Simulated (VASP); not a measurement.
# Si7Ge (P-42m) in VASP: a series of runs

The runs below take Si7Ge through single point, with r2SCAN.

Everything below comes from runs of VASP 6.6.1. Logs are shortened: lines on timing, memory, paths and dates and some standing lists are left out, and cuts for length are marked.

## Step 1: The cell of the first run

It takes space group P-42m (No. 111, tetragonal). Conventional cell: a = 5.605 Å, b = 5.605 Å, c = 5.741 Å, α = 90.00°, β = 90.00°, γ = 90.00°. Within 3.2 Å of Si (site symmetry m) lie 3 Si at 2.44 Å and 1 Ge at 2.47 Å. Si (site symmetry 222) has 4 Si at 2.44 Å within 3.2 Å. Within 3.2 Å of Si (site symmetry -42m) lie 4 Si at 2.44 Å. Within 3.3 Å of Ge (site symmetry -42m) lie 4 Si at 2.47 Å.

## Step 2: Single point, r2SCAN (strain +0.025 along x and y, +0.050 along z)

POSCAR reads:

```
Si7Ge
1.0
    5.6046676412      0.0000000000      0.0000000000
    0.0000000000      5.6046676412      0.0000000000
    0.0000000000      0.0000000000      5.7413668519
Si Ge
7 1
Direct
    0.2524307582      0.2524307582      0.2524307582
    0.0000000000      0.5000000000      0.5000000000
    0.5000000000      0.5000000000      0.0000000000
    0.5000000000      0.0000000000      0.5000000000
    0.7475692418      0.2524307582      0.7475692418
    0.7475692418      0.7475692418      0.2524307582
    0.2524307582      0.7475692418      0.7475692418
    0.0000000000      0.0000000000      0.0000000000
```

INCAR.step1 reads:

```
SYSTEM = Si7Ge
  PREC = Accurate
  ENCUT = 520
  ISMEAR = 0
  SIGMA = 0.05
  LREAL = .FALSE.
  LASPH = .TRUE.
  NELM = 80
  NBANDS = 31
  GGA = PE
  ALGO = Normal
  EDIFF = 1E-4
  LWAVE = .TRUE.
  LCHARG = .FALSE.
```

INCAR.step2 reads:

```
SYSTEM = Si7Ge
  PREC = Accurate
  ENCUT = 520
  EDIFF = 1E-6
  ISMEAR = 0
  SIGMA = 0.05
  LREAL = .FALSE.
  LASPH = .TRUE.
  NELM = 80
  ALGO = Normal
  ISIF = 2
  LWAVE = .FALSE.
  LCHARG = .FALSE.
  METAGGA = R2SCAN
  LMIXTAU = .TRUE.
  NBANDS = 31
  ISTART = 1
```

KPOINTS reads:

```
Automatic mesh
0
G
  6 6 6
  0 0 0
```

Potentials or basis: VASP PAW PBE potentials, release 64 (Si, Ge_d).

On the command line:

```bash
$ cat potpaw_PBE.64/Si/POTCAR potpaw_PBE.64/Ge_d/POTCAR > POTCAR
$ cp INCAR.step1 INCAR
$ mpirun -np 1 vasp_std > vasp.out
$ cp INCAR.step2 INCAR
$ mpirun -np 1 vasp_std > vasp.out
```

OUTCAR:

```text
SYSTEM = Si7Ge
   PREC = Accurate
   ENCUT = 520
   EDIFF = 1E-6
   ISMEAR = 0
   LREAL = .FALSE.
   LASPH = .TRUE.
   NELM = 80
   ISIF = 2
   METAGGA = R2SCAN
   ISTART = 1

 ion  position               nearest neighbor table
   1  0.252  0.252  0.252-   2 2.44   4 2.44   3 2.44   8 2.47
   2  0.000  0.500  0.500-   1 2.44   5 2.44   6 2.44   7 2.44
   3  0.500  0.500  0.000-   1 2.44   5 2.44   6 2.44   7 2.44
   4  0.500  0.000  0.500-   1 2.44   5 2.44   6 2.44   7 2.44
   5  0.748  0.252  0.748-   2 2.44   4 2.44   3 2.44   8 2.47
   6  0.748  0.748  0.252-   2 2.44   4 2.44   3 2.44   8 2.47
   7  0.252  0.748  0.748-   2 2.44   4 2.44   3 2.44   8 2.47
   8  0.000  0.000  0.000-   1 2.47   5 2.47   6 2.47   7 2.47

  LATTYP: Found a simple tetragonal cell.
 ALAT       =     5.6046676412
 C/A-ratio  =     1.0243902439

  Lattice vectors:

 A1 = (   5.6046676412,   0.0000000000,   0.0000000000)
 A2 = (   0.0000000000,   5.6046676412,   0.0000000000)
 A3 = (   0.0000000000,   0.0000000000,   5.7413668519)

Analysis of symmetry for initial positions (statically):
=====================================================================
 Subroutine PRICEL returns:
 Original cell was already a primitive cell.

 Routine SETGRP: Setting up the symmetry group for a
 simple tetragonal supercell.

 Subroutine GETGRP returns: Found  8 space group operations
 (whereof  8 operations were pure point group operations)
 out of a pool of 16 trial point group operations.

The static configuration has the point symmetry D_2d.

Analysis of symmetry for dynamics (positions and initial velocities):
=====================================================================
 Subroutine PRICEL returns:
 Original cell was already a primitive cell.

 Routine SETGRP: Setting up the symmetry group for a
 simple tetragonal supercell.

 Subroutine GETGRP returns: Found  8 space group operations
 (whereof  8 operations were pure point group operations)
 out of a pool of 16 trial point group operations.

The dynamic configuration has the point symmetry D_2d.

 Subroutine INISYM returns: Found  8 space group operations
 (whereof  8 operations are pure point group operations),
 and found     1 'primitive' translations

----------------------------------------------------------------------------------------

                                     Primitive cell

  volume of cell :     180.3495

  direct lattice vectors                    reciprocal lattice vectors
     5.604667641  0.000000000  0.000000000     0.178422712  0.000000000  0.000000000
     0.000000000  5.604667641  0.000000000     0.000000000  0.178422712  0.000000000
     0.000000000  0.000000000  5.741366852     0.000000000  0.000000000  0.174174552

  length of vectors
     5.604667641  5.604667641  5.741366852     0.178422712  0.178422712  0.174174552

  position of ions in fractional coordinates (direct lattice)
     0.252430758  0.252430758  0.252430758
     0.000000000  0.500000000  0.500000000
     0.500000000  0.500000000  0.000000000
     0.500000000  0.000000000  0.500000000
     0.747569242  0.252430758  0.747569242
     0.747569242  0.747569242  0.252430758
     0.252430758  0.747569242  0.747569242
     0.000000000  0.000000000  0.000000000

  ion indices of the primitive-cell ions
   primitive index   ion index
                 1           1
                 2           2
                 3           3
                 4           4
                 5           5
                 6           6
                 7           7
                 8           8

----------------------------------------------------------------------------------------

 KPOINTS: Automatic mesh

Automatic generation of k-mesh.
 Grid dimensions read from file:
 generate k-points for:    6    6    6

 Generating k-lattice:

  Cartesian coordinates                     Fractional coordinates (reciprocal lattice)
     0.029737119  0.000000000  0.000000000     0.166666667  0.000000000  0.000000000
     0.000000000  0.029737119  0.000000000     0.000000000  0.166666667  0.000000000
     0.000000000  0.000000000  0.029029092     0.000000000  0.000000000  0.166666667

  Length of vectors
     0.029737119  0.029737119  0.029029092

  Shift w.r.t. Gamma in fractional coordinates (k-lattice)
     0.000000000  0.000000000  0.000000000

 Subroutine IBZKPT returns following result:
 ===========================================

 Found     40 irreducible k-points:

 Following reciprocal coordinates:
            Coordinates               Weight
  0.000000  0.000000  0.000000      1.000000
  0.166667  0.000000  0.000000      4.000000
  0.333333  0.000000  0.000000      4.000000
  0.500000  0.000000  0.000000      2.000000
  0.166667  0.166667  0.000000      4.000000
  0.333333  0.166667  0.000000      8.000000
[... 16 lines left out ...]
  0.333333  0.000000  0.333333      8.000000
  0.500000  0.000000  0.333333      4.000000
 [... further k-points ...]
   k-points           NKPTS =     40   k-points in BZ     NKDIM =     40   number of bands    NBANDS=     31
   number of dos      NEDOS =    301   number of ions     NIONS =      8
   total plane-waves  NPLWV =  84672
   dimension x,y,z NGX =    42 NGY =   42 NGZ =   48
   dimension x,y,z NGXF=    84 NGYF=   84 NGZF=   96
   ions per type =               7   1
   NGX,Y,Z   is equivalent  to a cutoff of  12.46, 12.46, 13.90 a.u.
   NGXF,Y,Z  is equivalent  to a cutoff of  24.92, 24.92, 27.80 a.u.
 SYSTEM =  Si7Ge
   PREC   = accura    normal or accurate (medium, high low for compatibility)
   ISTART =      1    job   : 0-new  1-cont  2-samecut
   ICHARG =      0    charge: 1-file 2-atom 10-const
   ISPIN  =      1    spin polarized calculation?
   LNONCOLLINEAR =      F non collinear calculations
   LSORBIT =      F    spin-orbit coupling
   LASPH  =      T    aspherical Exc in radial PAW
   ENCUT  =  520.0 eV  38.22 Ry    6.18 a.u.  10.42 10.42 10.68*2*pi/ulx,y,z
   NELM   =     80;   NELMIN=  2; NELMDL=  0     # of ELM steps
   EDIFF  = 0.1E-05   stopping-criterion for ELM
   LREAL  =      F    real-space projection
   EDIFFG = 0.1E-04   stopping-criterion for IOM
   NSW    =      0    number of steps for IOM
   IBRION =     -1    ionic relax: 0-MD 1-quasi-New 2-CG
   NFREE  =      0    steps in history (QN), initial steepest desc. (CG)
   ISIF   =      2    stress and relaxation
   ISYM   =      2    0-nonsym 1-usesym 2-fastsym
   POTIM  = 0.5000    time-step for ionic-motion
   TEBEG  =    0.0;   TEEND  =   0.0 temperature during run
   PSTRESS=    0.0 pullay stress
   NELECT =      42.0000    total number of electrons
   NUPDOWN=      -1.0000    fix difference up-down
   EMIN   =  10.00;   EMAX   =-10.00  energy-range for DOS
   EFERMI =   0.00;   METHOD = LEGACY
   ISMEAR =     0;   SIGMA  =   0.05  broadening in eV -4-tet -1-fermi 0-gaus
   EFERMI_NEDOS =   21; number of points for ismear=-14 and -15
   IALGO  =     38    algorithm
   IMIX   =      4    mixing-type and parameters
     AMIX     =   0.40;   BMIX     =  1.00
     AMIX_MAG =   1.60;   BMIX_MAG =  1.00
  volume/ion in A,a.u.               =      22.54       152.13
  Fermi-wavevector in a.u.,A,eV,Ry     =   1.007209  1.903349 13.802701  1.014470
  Thomas-Fermi vector in A             =   2.140000
   LORBIT       =      0    0 simple, 1 ext, 2 COOP (PROOUT), +10 PAW based schemes
   METAGGA = R2SCAN    functional components
   LHFCALC =     F    Hartree Fock is set to
   AEXX    =    0.0000 exact exchange contribution
   IVDW    =     0    specifies the selected vdW correction
   LEPSILON=     F    determine dielectric tensor
   LRPA    =     F    only Hartree local field effects (RPA)
 non-spin polarized calculation
 Gauss-broadening in eV      SIGMA  =   0.05
  energy-cutoff  :      520.00
  volume of cell :      180.35
 maximum number of plane-waves:      4884
 NGX is ok and might be reduce to    42
   NGX = 21   NGY = 21   NGZ = 21

 number of electron      41.9999989 magnetization

 Free energy of the ion-electron system (eV)
  ---------------------------------------------------
  ext. energy  EPLUGINS =         0.00000000
  ---------------------------------------------------
  free energy    TOTEN  =       -74.79665947 eV

  energy without entropy =      -74.79665947  energy(sigma->0) =      -74.79665947

 E-fermi :   4.8879     XC(G=0):  -9.5726

 val. band max:        4.6749914985   @ k =   0.0000   0.0000   0.0000
 cond. band min:       5.3679059188   @ k =   0.0000   0.0000   0.0000
 fundamental gap:      0.6929144203
 Fermi energy:         4.8879120152

 k-point     1 :       0.0000    0.0000    0.0000
  band No.  band energies     occupation
      1     -20.1514      2.00000
      2     -20.1503      2.00000
      3     -20.1503      2.00000
      4     -20.1287      2.00000
      5     -20.1263      2.00000
      6      -7.3153      2.00000
[... 23 lines left out ...]
     30       7.2888      0.00000
     31       7.3957      0.00000

 k-point     2 :       0.1667    0.0000    0.0000
  band No.  band energies     occupation
      1     -20.1514      2.00000
      2     -20.1503      2.00000
      3     -20.1503      2.00000
      4     -20.1287      2.00000
      5     -20.1262      2.00000
      6      -7.1986      2.00000
[... 23 lines left out ...]
     30       7.8118      0.00000
     31       7.9721      0.00000

 k-point     3 :       0.3333    0.0000    0.0000
  band No.  band energies     occupation
      1     -20.1514      2.00000
      2     -20.1503      2.00000
      3     -20.1503      2.00000
      4     -20.1287      2.00000
      5     -20.1262      2.00000
      6      -6.8517      2.00000
[... 23 lines left out ...]
     30       8.9347      0.00000
     31       9.1869      0.00000

 k-point     4 :       0.5000    0.0000    0.0000
  band No.  band energies     occupation
      1     -20.1514      2.00000
      2     -20.1503      2.00000
      3     -20.1503      2.00000
      4     -20.1286      2.00000
      5     -20.1262      2.00000
      6      -6.3612      2.00000
[... 23 lines left out ...]
     30       9.6782      0.00000
     31       9.6889      0.00000

 k-point     5 :       0.1667    0.1667    0.0000
  band No.  band energies     occupation
      1     -20.1514      2.00000
      2     -20.1503      2.00000
      3     -20.1503      2.00000
      4     -20.1287      2.00000
      5     -20.1262      2.00000
      6      -7.0832      2.00000
[... 23 lines left out ...]
     30       7.6798      0.00000
     31       8.9913      0.00000
[... 542 lines left out ...]
     30       9.0091      0.00000
     31       9.0091      0.00000

 k-point    22 :       0.1667    0.0000    0.3333
  band No.  band energies     occupation
      1     -20.1514      2.00000
      2     -20.1503      2.00000
      3     -20.1503      2.00000
      4     -20.1287      2.00000
      5     -20.1262      2.00000
      6      -6.7582      2.00000
[... 23 lines left out ...]
     30       8.9104      0.00000
     31       9.5607      0.00000

 k-point    23 :       0.3333    0.0000    0.3333
  band No.  band energies     occupation
      1     -20.1514      2.00000
      2     -20.1503      2.00000
      3     -20.1503      2.00000
      4     -20.1287      2.00000
      5     -20.1262      2.00000
      6      -6.4287      2.00000
[... 23 lines left out ...]
     30       8.7844      0.00000
     31       9.0782      0.00000

 k-point    24 :       0.5000    0.0000    0.3333
  band No.  band energies     occupation
      1     -20.1514      2.00000
      2     -20.1503      2.00000
      3     -20.1503      2.00000
      4     -20.1286      2.00000
      5     -20.1262      2.00000
      6      -5.9809      2.00000
[... 23 lines left out ...]
     30       9.5810      0.00000
     31       9.7230      0.00000

 [... further k-points ...]

------------------------ aborting loop because EDIFF is reached ----------------------------------------

  FORCE on cell =-STRESS in cart. coord.  units (eV):
  Direction    XX          YY          ZZ          XY          YZ          ZX
  --------------------------------------------------------------------------------------
  -------------------------------------------------------------------------------------
  Total       -7.6094944     -7.6094944    -10.4158320      0.0000000     -0.0000000      0.0000000
  in kB      -67.6007256    -67.6007256    -92.5314829      0.0000000     -0.0000000      0.0000000
  external PRESSURE =     -75.9109780 kB  Pullay stress =       0.0000000 kB

 VOLUME and BASIS-vectors are now :
 -----------------------------------------------------------------------------
  energy-cutoff  :      520.00
  volume of cell :      180.35
      direct lattice vectors                 reciprocal lattice vectors
     5.604667641  0.000000000  0.000000000     0.178422712  0.000000000  0.000000000
     0.000000000  5.604667641  0.000000000     0.000000000  0.178422712  0.000000000
     0.000000000  0.000000000  5.741366852     0.000000000  0.000000000  0.174174552

 POSITION                                       TOTAL-FORCE (eV/Angst)
 -----------------------------------------------------------------------------------
      1.41479      1.41479      1.44930         0.016510      0.016510      0.013231
      0.00000      2.80233      2.87068         0.000000      0.000000      0.000000
      2.80233      2.80233      0.00000         0.000000      0.000000      0.000000
      2.80233      0.00000      2.87068         0.000000      0.000000      0.000000
      4.18988      1.41479      4.29207        -0.016510      0.016510     -0.013231
      4.18988      4.18988      1.44930        -0.016510     -0.016510      0.013231
      1.41479      4.18988      4.29207         0.016510     -0.016510     -0.013231
      0.00000      0.00000      0.00000         0.000000      0.000000      0.000000
 -----------------------------------------------------------------------------------
    total drift:                               -0.000000     -0.000000      0.000000

  FREE ENERGIE OF THE ION-ELECTRON SYSTEM (eV)
  ---------------------------------------------------
  free  energy   TOTEN  =       -74.7966594731 eV

  energy  without entropy=      -74.7966594731  energy(sigma->0) =      -74.79665947
```

Run time: 6.8 min. Hardware: 1 thread of Oxide Virtual Turin-like, shared host; peak memory 0.39 GiB.

What came out:

* Free energy: -74.7967 eV
* Pressure: -7.6 GPa
* Largest force: 0.027 eV/Å
* Band gap on the k mesh: 0.69 eV

Forces on the atoms (eV/Å):
```
Si   0.017  0.017  0.013
Si   0.000  0.000  0.000
Si   0.000  0.000  0.000
Si   0.000  0.000  0.000
Si  -0.017  0.017 -0.013
Si  -0.017 -0.017  0.013
Si   0.017 -0.017 -0.013
Ge   0.000  0.000  0.000
```

Levels at points of the mesh, in eV from the valence-band top:
```csv
k point,band 18,band 19,band 20,band 21,band 22,band 23,band 24,band 25
"(0.00, 0.00, 0.00)",-2.70,-0.18,0.00,0.00,0.69,1.01,1.01,1.09
"(0.50, 0.00, 0.00)",-2.00,-1.97,-1.86,-1.83,1.18,1.35,3.28,3.28
"(0.50, 0.50, 0.00)",-1.37,-1.26,-1.17,-1.17,2.59,2.59,2.60,2.85
"(0.00, 0.00, 0.50)",-1.85,-1.85,-1.71,-1.71,1.38,1.55,3.27,3.29
"(0.50, 0.00, 0.50)",-1.55,-1.44,-1.36,-1.35,2.36,2.37,2.38,2.62
"(0.50, 0.50, 0.50)",-1.25,-1.20,-1.05,-1.05,0.91,1.32,1.36,1.36
```

Caveat: the cell differs from its parent crystal (strain +0.025 along x and y, +0.050 along z); the cell stands under tension; the PAW data sets were made with another functional, which shifts forces and pressure a little. A k mesh can miss the band edges.

(Continued in part 2 of 2.)
